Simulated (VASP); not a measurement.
**Sb: single point with PBE**

Crystal: Sb.

```xyz
6
Lattice="7.9162 0.0000 0.0000 0.0000 7.9162 0.0000 0.0000 0.0000 3.1393" Properties=species:S:1:pos:R:3 pbc="T T T"
Sb    3.9581    3.9581    0.0000
Sb    0.0000    0.0000    0.0000
Sb    6.8851    4.9892    0.0000
Sb    1.0311    2.9270    0.0000
Sb    4.9892    1.0311    0.0000
Sb    2.9270    6.8851    0.0000
```

The cell was generated, and may not be a known phase.

- Program: VASP 6.6.1
- Task: single point
- Functional: PBE
- Potentials or basis: VASP PAW PBE potentials, release 64 (Sb)
- Cutoff: 520 eV
- k mesh: 6 × 6 × 12
- Occupations: gaussian, width 0.1 eV
- Spin: no spin polarisation
- Dipole correction: no
- Further INCAR settings: ALGO = Normal; EDIFF = 1e-06; NBANDS = 24

The pressure is 0.0 GPa, the largest force is 0.012 eV/Å and the band gap on the k mesh is zero (bands 15 and 16 overlap by 3.91 eV).

Forces on the atoms (eV/Å):
```
Sb   0.000  0.000  0.000
Sb   0.000  0.000  0.000
Sb  -0.008  0.008  0.000
Sb   0.008 -0.008  0.000
Sb   0.008  0.008  0.000
Sb  -0.008 -0.008  0.000
```

Levels at points of the mesh, in eV from the Fermi level:
```
           k point  band 14  band 15  band 16  band 17  band 18  band 19
(0.00, 0.00, 0.00)     0.27     1.69     1.69     2.38     2.38     3.21
(0.50, 0.00, 0.00)     0.43     1.14     1.14     3.07     3.07     3.69
(0.50, 0.50, 0.00)     0.45     0.91     0.91     3.95     3.95     4.10
(0.00, 0.00, 0.50)    -2.58    -1.75    -0.16     1.01     1.03     1.03
(0.50, 0.00, 0.50)    -2.45    -1.33    -1.33    -0.13    -0.13     2.65
(0.50, 0.50, 0.50)    -2.26    -2.09    -2.09     0.13     0.13     2.60
```

Wall time 120 s on 1 thread of Intel(R) Xeon(R) 6975P-C (Granite Rapids), with other jobs on the host, peak memory 0.42 GiB.

Caveat: spin-orbit coupling is left out, which moves the levels of the heavy elements.
